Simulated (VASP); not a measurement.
Ta:

```
Ta
1.0
     2.51540   -3.75441    0.00000
     2.51540    3.75441    0.00000
     0.00000    0.00000    5.68667
Ta
5
Direct
  0.50000 0.00000 0.25000
  0.00000 0.50000 0.75000
  0.00000 0.50000 0.25000
  0.50000 0.00000 0.75000
  0.00000 0.00000 0.00000
```

* Program: VASP 6.6.1
* Task: relaxation of cell and atoms
* Functional: PBE
* Potentials or basis: VASP PAW PBE potentials, release 64 (Ta_pv)
* Cutoff: 600 eV
* k mesh: 4 × 4 × 4
* Occupations: gaussian, width 0.1 eV
* Spin: no spin polarisation

At the start: pressure 14.5 GPa; volume 21.48 Å³/atom.

Where does the relaxation end?

Over 32 steps the energy falls by 596.8 meV/atom and the volume is 21.18 Å³/atom (-1.4 %); space group P4/mmm (No. 123, to 0.05 Å).

Step by step:
```tsv
step	energy change (eV)	largest force (eV/Å)	pressure (GPa)	volume (Å³)
1	0.0000	1.2778	14.49	107.41
2	0.4463	0.6229	-17.22	139.59
3	-0.8923	0.2329	-4.06	120.60
4	-0.8943	0.2694	-3.47	120.06
5	-1.1770	0.2944	-0.63	115.03
6	-1.2402	0.3342	2.17	111.54
7	-1.4485	0.2444	0.18	111.65
8	-2.0153	0.3426	-1.06	109.94
9	-2.0097	0.4163	-1.41	110.38
10	-2.0186	0.3877	-1.24	110.13
11	-2.2170	0.6756	1.15	107.33
12	-2.4612	0.8144	14.15	97.84
13	-2.5289	1.0558	6.42	102.79
14	-2.5709	0.9431	9.88	100.36
15	-2.6186	0.8766	9.54	100.43
16	-2.6988	0.6530	8.74	100.60
17	-2.7024	0.5739	8.57	100.64
18	-2.7583	0.5464	7.04	101.51
19	-2.8725	0.4783	2.76	104.15
20	-2.8859	0.3675	-4.47	109.54
21	-2.9133	0.4161	-1.48	107.14
22	-2.9280	0.4005	-1.36	107.00
23	-2.9607	0.3347	-0.87	106.57
24	-2.9573	0.0799	0.42	105.67
25	-2.9716	0.2461	-0.35	106.18
26	-2.9716	0.2365	-0.31	106.15
27	-2.9763	0.1887	-0.04	105.94
28	-2.9808	0.0872	0.48	105.54
29	-2.9809	0.0625	0.60	105.45
30	-2.9830	0.0230	0.06	105.83
31	-2.9833	0.0041	-0.20	106.01
32	-2.9839	0.0015	-0.11	105.92
```

Final structure:
```
Ta
1.0
     2.76466   -2.76302    0.00000
     2.76466    2.76302    0.00000
     0.00000    0.00000    6.93294
Ta
5
Direct
  0.50000 0.00000 0.30228
  0.00000 0.50000 0.69772
  0.00000 0.50000 0.30228
  0.50000 0.00000 0.69772
  0.00000 0.00000 0.00000
```

Caveat: the k points lie up to 0.40 Å⁻¹ apart in the final cell.
